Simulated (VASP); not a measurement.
Here is a VASP 6.6.1 calculation.

INCAR

```
SYSTEM = Pd
PREC = Accurate ; ENCUT = 520
EDIFF = 1E-7 ; ISMEAR = -1
SIGMA = 0.05 ; LREAL = .FALSE.
LASPH = .TRUE. ; NELM = 150
ALGO = Normal ; ISIF = 2
LWAVE = .FALSE. ; LCHARG = .FALSE.
ISPIN = 2 ; MAGMOM = 0.5 -0.5
LORBIT = 11 ; LMAXMIX = 4
GGA = CA ; NBANDS = 21
```

Contents of KPOINTS:

```
regular mesh
0
G
  12 12 12
  0 0 0
```

File POSCAR:

```
Pd
1.0
    3.0538279201      0.0000000000      0.0000000000
    0.0000000000      3.0538279201      0.0000000000
    0.0000000000      0.0000000000      3.0538279201
Pd
2
Direct
    0.0000000000      0.0000000000      0.0000000000
    0.5000000000      0.5000000000      0.5000000000
```

Potentials or basis: VASP PAW LDA potentials, release 64 (Pd).

Command:

```sh
$ cat potpaw_LDA.64/Pd/POTCAR > POTCAR
$ mpirun -np 1 vasp_std > vasp.out
```

Predict the net moment.

0.00 μB per cell.

What does it give for the band gap on the k mesh?

Zero (filled and empty bands overlap).
